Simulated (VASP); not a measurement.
# Fe (Im-3m) in VASP: vibrations by perturbation theory with PBEsol

Aim: the vibrations by perturbation theory of Fe with PBEsol.

Program: VASP 6.6.1. These are calculated values, not measurements. Logs are shortened: lines on timing, memory, paths and dates and some standing lists are left out, and cuts for length are marked.

### Step 1. The cell of the first run

It takes space group Im-3m (No. 229, cubic). Conventional cell: a = 2.801 Å, b = 2.801 Å, c = 2.801 Å, α = 90.00°, β = 90.00°, γ = 90.00°. Fe (site symmetry m-3m) has 14 Fe at 2.43 to 2.80 Å within 3.2 Å.

### Step 2. Vibrations by perturbation theory, PBEsol, collinear spin, ferromagnetic start (10.98 Å³/atom)

INCAR

```
SYSTEM = Fe
PREC = Accurate ; ENCUT = 520
EDIFF = 1E-8 ; ISMEAR = -1
SIGMA = 0.08 ; LREAL = .False.
LASPH = .True. ; NELM = 150
ALGO = Normal ; ISIF = 2
LWAVE = .False. ; LCHARG = .False.
ISPIN = 2 ; MAGMOM = 2.1
LORBIT = 11 ; LMAXMIX = 4
GGA = PS ; NBANDS = 14
IBRION = 8 ; NSW = 1
```

KPOINTS

```
regular mesh
0
Gamma
  24 24 24
  0 0 0
```

POSCAR

```
Fe
1.0
   -1.4003073346      1.4003073346      1.4003073346
    1.4003073346     -1.4003073346      1.4003073346
    1.4003073346      1.4003073346     -1.4003073346
Fe
1
Direct
    0.0000000000      0.0000000000      0.0000000000
```

Potentials or basis: VASP PAW PBE potentials, release 64 (Fe).

Launch:

```sh
cat potpaw_PBE.64/Fe/POTCAR > POTCAR
mpirun -np 1 vasp_std > vasp.out
```

OUTCAR:

```text
SYSTEM = Fe
   PREC = Accurate
   ENCUT = 520
   EDIFF = 1E-8
   ISMEAR = -1
   LREAL = .False.
   LASPH = .True.
   NELM = 150
   ISIF = 2
   ISPIN = 2
   LORBIT = 11
   GGA = PS
   IBRION = 8
   NSW = 1

 ion  position               nearest neighbor table
   1  0.000  0.000  0.000-

  LATTYP: Found a body centered cubic cell.
 ALAT       =     2.8006146692

  Lattice vectors:

 A1 = (  -1.4003073346,   1.4003073346,   1.4003073346)
 A2 = (   1.4003073346,  -1.4003073346,   1.4003073346)
 A3 = (   1.4003073346,   1.4003073346,  -1.4003073346)

Analysis of symmetry for initial positions (statically):
=====================================================================
 Subroutine PRICEL returns:
 Original cell was already a primitive cell.

 Routine SETGRP: Setting up the symmetry group for a
 body centered cubic supercell.

 Subroutine GETGRP returns: Found 48 space group operations
 (whereof 48 operations were pure point group operations)
 out of a pool of 48 trial point group operations.

The static configuration has the point symmetry O_h .

Analysis of symmetry for dynamics (positions and initial velocities):
=====================================================================
 Subroutine PRICEL returns:
 Original cell was already a primitive cell.

 Routine SETGRP: Setting up the symmetry group for a
 body centered cubic supercell.

 Subroutine GETGRP returns: Found 48 space group operations
 (whereof 48 operations were pure point group operations)
 out of a pool of 48 trial point group operations.

The dynamic configuration has the point symmetry O_h .

Analysis of structural, dynamic, and magnetic symmetry:
=====================================================================
 Subroutine PRICEL returns:
 Original cell was already a primitive cell.

 Routine SETGRP: Setting up the symmetry group for a
 body centered cubic supercell.

 Subroutine GETGRP returns: Found 48 space group operations
 (whereof 48 operations were pure point group operations)
 out of a pool of 48 trial point group operations.

The overall configuration has the point symmetry O_h .

 Subroutine INISYM returns: Found 48 space group operations
 (whereof 48 operations are pure point group operations),
 and found     1 'primitive' translations

----------------------------------------------------------------------------------------

                                     Primitive cell

  volume of cell :      10.9832

  direct lattice vectors                    reciprocal lattice vectors
    -1.400307335  1.400307335  1.400307335     0.000000000  0.357064473  0.357064473
     1.400307335 -1.400307335  1.400307335     0.357064473  0.000000000  0.357064473
     1.400307335  1.400307335 -1.400307335     0.357064473  0.357064473  0.000000000

  length of vectors
     2.425403450  2.425403450  2.425403450     0.504965420  0.504965420  0.504965420

  position of ions in fractional coordinates (direct lattice)
     0.000000000  0.000000000  0.000000000

  ion indices of the primitive-cell ions
   primitive index   ion index
                 1           1

----------------------------------------------------------------------------------------

 KPOINTS: regular mesh

Automatic generation of k-mesh.
 Grid dimensions read from file:
 generate k-points for:   24   24   24

 Generating k-lattice:

  Cartesian coordinates                     Fractional coordinates (reciprocal lattice)
     0.000000000  0.014877686  0.014877686     0.041666667  0.000000000  0.000000000
     0.014877686  0.000000000  0.014877686     0.000000000  0.041666667  0.000000000
     0.014877686  0.014877686  0.000000000     0.000000000  0.000000000  0.041666667

  Length of vectors
     0.021040226  0.021040226  0.021040226

  Shift w.r.t. Gamma in fractional coordinates (k-lattice)
     0.000000000  0.000000000  0.000000000

 Subroutine IBZKPT returns following result:
 ===========================================

 Found    413 irreducible k-points:

 Following reciprocal coordinates:
            Coordinates               Weight
  0.000000  0.000000  0.000000      1.000000
  0.041667  0.000000  0.000000     12.000000
  0.083333  0.000000  0.000000     12.000000
  0.125000  0.000000  0.000000     12.000000
  0.166667  0.000000  0.000000     12.000000
  0.208333  0.000000  0.000000     12.000000
[... 16 lines left out ...]
  0.416667  0.041667  0.000000     48.000000
  0.458333  0.041667  0.000000     48.000000
 [... further k-points ...]
   k-points           NKPTS =    413   k-points in BZ     NKDIM =    413   number of bands    NBANDS=     14
   number of dos      NEDOS =    301   number of ions     NIONS =      1
   total plane-waves  NPLWV =   5832
   dimension x,y,z NGX =    18 NGY =   18 NGZ =   18
   dimension x,y,z NGXF=    36 NGYF=   36 NGZF=   36
   ions per type =               1
   NGX,Y,Z   is equivalent  to a cutoff of  12.34, 12.34, 12.34 a.u.
[... 34 lines left out ...]
  Thomas-Fermi vector in A             =   2.587923
   LORBIT       =     11    0 simple, 1 ext, 2 COOP (PROOUT), +10 PAW based schemes
   GGA     = PS    functional components
   LHFCALC =     F    Hartree Fock is set to
   AEXX    =    0.0000 exact exchange contribution
   IVDW    =     0    specifies the selected vdW correction
   LEPSILON=     F    determine dielectric tensor
   LRPA    =     F    only Hartree local field effects (RPA)
 spin polarized calculation
  energy-cutoff  :      520.00
  volume of cell :       10.98
 maximum number of plane-waves:       321
   NGX =  9   NGY =  9   NGZ =  9

--------------------------------------- Ionic step        1  -------------------------------------------

 number of electron       8.0000006 magnetization       2.1262490

 Free energy of the ion-electron system (eV)
  ---------------------------------------------------
  ext. energy  EPLUGINS =         0.00000000
  ---------------------------------------------------
  free energy    TOTEN  =        -8.92674942 eV

  energy without entropy =       -8.90593011  energy(sigma->0) =       -8.91633977

 E-fermi :   6.0474     XC(G=0): -13.4717

 val. band max:        6.0453990042   @ k =  -0.1250   0.1667   0.0833
 cond. band min:       6.0484148428   @ k =   0.0833   0.0833   0.0000
 fundamental gap:      0.0030158387
 Fermi energy:         6.0473839522

 spin component 1

 k-point     1 :       0.0000    0.0000    0.0000
  band No.  band energies     occupation
      1      -2.7012      1.00000
      2       3.6497      1.00000
      3       3.6497      1.00000
      4       3.6497      1.00000
      5       4.9805      1.00000
      6       4.9805      1.00000
      7      31.2792      0.00000
      8      31.2792      0.00000
      9      31.2792      0.00000
     10      36.6047      0.00000
     11      36.6047      0.00000
     12      39.0754      0.00000
     13      39.0754      0.00000
     14      39.0754      0.00000
[... 379 lines left out ...]
      3       5.0155      1.00000
      4       5.0805      0.99999
      5       6.0042      0.63172
      6       7.0125      0.00001
      7      13.7697      0.00000
      8      24.3264      0.00000
      9      26.3619      0.00000
     10      30.3281      0.00000
     11      34.3099      0.00000
     12      40.6926      0.00000
     13      45.4578      0.00000
     14      47.2269      0.00000

 [... further k-points ...]

 spin component 2

 k-point     1 :       0.0000    0.0000    0.0000
  band No.  band energies     occupation
      1      -2.4380      1.00000
      2       5.5087      0.99881
      3       5.5088      0.99881
      4       5.5088      0.99881
      5       7.5685      0.00000
      6       7.5686      0.00000
      7      31.2004      0.00000
      8      31.2004      0.00000
      9      31.2004      0.00000
     10      36.9226      0.00000
     11      36.9226      0.00000
     12      39.7985      0.00000
     13      39.7985      0.00000
     14      39.7985      0.00000
[... 379 lines left out ...]
      3       6.4346      0.00784
      4       7.4383      0.00000
      5       7.9172      0.00000
      6       8.7858      0.00000
      7      15.1146      0.00000
      8      24.5445      0.00000
      9      26.9546      0.00000
     10      30.9068      0.00000
     11      35.0349      0.00000
     12      40.8595      0.00000
     13      45.7975      0.00000
     14      47.9753      0.00000

 [... further k-points ...]

------------------------ aborting loop because EDIFF is reached ----------------------------------------

  FORCE on cell =-STRESS in cart. coord.  units (eV):
  Direction    XX          YY          ZZ          XY          YZ          ZX
  --------------------------------------------------------------------------------------
  -------------------------------------------------------------------------------------
  Total       -0.2164473     -0.2164473     -0.2164473     -0.0000000     -0.0000000     -0.0000000
  in kB      -31.5742210    -31.5742210    -31.5742210     -0.0000000     -0.0000000     -0.0000000
  external PRESSURE =     -31.5742210 kB  Pullay stress =       0.0000000 kB

 VOLUME and BASIS-vectors are now :
 -----------------------------------------------------------------------------
  energy-cutoff  :      520.00
  volume of cell :       10.98
      direct lattice vectors                 reciprocal lattice vectors
    -1.400307335  1.400307335  1.400307335     0.000000000  0.357064473  0.357064473
     1.400307335 -1.400307335  1.400307335     0.357064473  0.000000000  0.357064473
     1.400307335  1.400307335 -1.400307335     0.357064473  0.357064473  0.000000000

 POSITION                                       TOTAL-FORCE (eV/Angst)
 -----------------------------------------------------------------------------------
      0.00000      0.00000      0.00000         0.000000     -0.000000     -0.000000
 -----------------------------------------------------------------------------------
    total drift:                                0.000000      0.000000      0.000000

  FREE ENERGIE OF THE ION-ELECTRON SYSTEM (eV)
  ---------------------------------------------------
  free  energy   TOTEN  =        -8.9267494226 eV

  energy  without entropy=       -8.9059301092  energy(sigma->0) =       -8.91633977

[... ionic steps 2 to 3 ...]

--------------------------------------- Ionic step        4  -------------------------------------------

 Free energy of the ion-electron system (eV)
  ---------------------------------------------------
  ---------------------------------------------------
  free energy    TOTEN  =        -0.15191703 eV

  energy without entropy =       -0.15191703

------------------------ aborting loop because EDIFF is reached ----------------------------------------

 INTERNAL STRAIN TENSOR  FOR ION    1  DIRECTION 1   (eV/Angst):
 -----------------------------------------------------------------------------
     0.00856  0.00000  0.00000
    -0.00000  0.00071  0.00000
     0.00000  0.00000  0.00071

 INTERNAL STRAIN TENSOR FOR ION    1 for displacements in x,y,z  (eV/Angst):
          X           Y           Z          XY          YZ          ZX
  --------------------------------------------------------------------------------
  x     0.00000     0.00000     0.00000     0.00000     0.00000     0.00000
  y     0.00000     0.00000     0.00000     0.00000     0.00000     0.00000
  z     0.00000     0.00000     0.00000     0.00000     0.00000     0.00000

 SECOND DERIVATIVES (NOT SYMMETRIZED)
 ------------------------------------
               1X          1Y          1Z
  1X    -0.022295    0.000000    0.000000
  1Y     0.000000   -0.022295    0.000000
  1Z     0.000000    0.000000   -0.022295

 Eigenvectors and eigenvalues of the dynamical matrix
 ----------------------------------------------------

   1 f  =    0.312358 THz     1.962606 2PiTHz   10.419154 cm-1     1.291810 meV
             X         Y         Z           dx          dy          dz
      0.000000  0.000000  0.000000     1.000000    0.000000    0.000000

   2 f  =    0.312358 THz     1.962606 2PiTHz   10.419154 cm-1     1.291810 meV
             X         Y         Z           dx          dy          dz
      0.000000  0.000000  0.000000     0.000000    1.000000    0.000000

   3 f  =    0.312358 THz     1.962606 2PiTHz   10.419154 cm-1     1.291810 meV
             X         Y         Z           dx          dy          dz
      0.000000  0.000000  0.000000     0.000000    0.000000    1.000000

--------------------------------------------------------------------------------------------------------

 ELASTIC MODULI CONTR FROM IONIC RELAXATION (kBar)
 Direction    XX          YY          ZZ          XY          YZ          ZX
 --------------------------------------------------------------------------------
 XX           0.0000      0.0000      0.0000      0.0000      0.0000      0.0000
 YY           0.0000      0.0000      0.0000      0.0000      0.0000      0.0000
 ZZ           0.0000      0.0000      0.0000      0.0000      0.0000      0.0000
 XY           0.0000      0.0000      0.0000      0.0000      0.0000      0.0000
 YZ           0.0000      0.0000      0.0000      0.0000      0.0000      0.0000
 ZX           0.0000      0.0000      0.0000      0.0000      0.0000      0.0000
 --------------------------------------------------------------------------------

 total charge

# of ion       s       p       d       tot
------------------------------------------
    1        0.505   0.575   6.265   7.345

 magnetization (x)

# of ion       s       p       d       tot
------------------------------------------
    1       -0.013  -0.049   2.172   2.110
```

Run time: 5.7 min. Hardware: 1 thread of Intel Xeon Platinum 8488C (Sapphire Rapids), shared host; peak memory 0.66 GiB.

Results:

* Net moment: 2.13 μB per cell
* Site moments: Fe +2.11 μB
* Valence electrons inside the program's atomic spheres: Fe 7.34

Caveat: the cell stands under pressure or tension, which shifts response properties; the PAW data sets were made with another functional, which shifts forces and pressure a little.
